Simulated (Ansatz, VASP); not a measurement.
**Mo in VASP and in Ansatz**

File INCAR:

```
SYSTEM = Mo
PREC = Accurate
ENCUT = 520
EDIFF = 1E-6
ISMEAR = -1
SIGMA = 0.05
LREAL = .False.
LASPH = .True.
NELM = 80
ALGO = Normal
ISIF = 2
LWAVE = .False.
LCHARG = .True.
GGA = B5
ALDAX = 1.0
AGGAX = 1.0
AGGAC = 1.0
ALDAC = 0.0
LELF = .True.
LVHAR = .True.
NBANDS = 13
```

File KPOINTS:

```
regular mesh
0
Gamma
  9 9 8
  0 0 0
```

The input POSCAR:

```
Mo
1.0
    2.7355100000      0.0000000000      0.0000000000
   -1.3677550000      2.3690210000      0.0000000000
    0.0000000000      0.0000000000      2.5551810000
Mo
1
Direct
    0.0000000000      0.0000000000      0.5000000000
```

Input for Ansatz:

```yaml
crystal:
  lattice:
    - [2.73551, 0.0, 0.0]
    - [-1.367755, 2.369021, 0.0]
    - [0.0, 0.0, 2.555181]
  atoms:
    - { symbol: Mo, position: [0.0, 0.0, 0.5] }
kpoints:
  mp_grid:
    grid: [9, 9, 8]
hamiltonian:
  xc: blyp
scf:
  occupations:
    method: fermi_dirac
    width: 0.05
output:
  stress: true
```

Alike in both runs: task single point; functional BLYP; k mesh 9 × 9 × 8; occupations fermi-dirac, width 0.05 eV; no spin polarisation.

|  | VASP | Ansatz |
| --- | --- | --- |
| version | VASP 6.6.1 | Ansatz 0.2.0 |
| potentials or method | VASP PAW PBE potentials, release 64 (Mo_sv) | plane waves, PAW |
| plane-wave cutoff (eV) | 520 | 420 |
| valence electrons in the cell | 14 | 14 |

Ansatz gave:

```
pressure (GPa)                                                : 13.0
traceless stress, the component that is largest in VASP (GPa) : -0.85
```

Q: What did VASP give for the same quantities?

A: Pressure (GPa): 13.8; traceless stress, the component that is largest in VASP (GPa): -0.90.

VASP's potentials were made for PBE, not for BLYP.
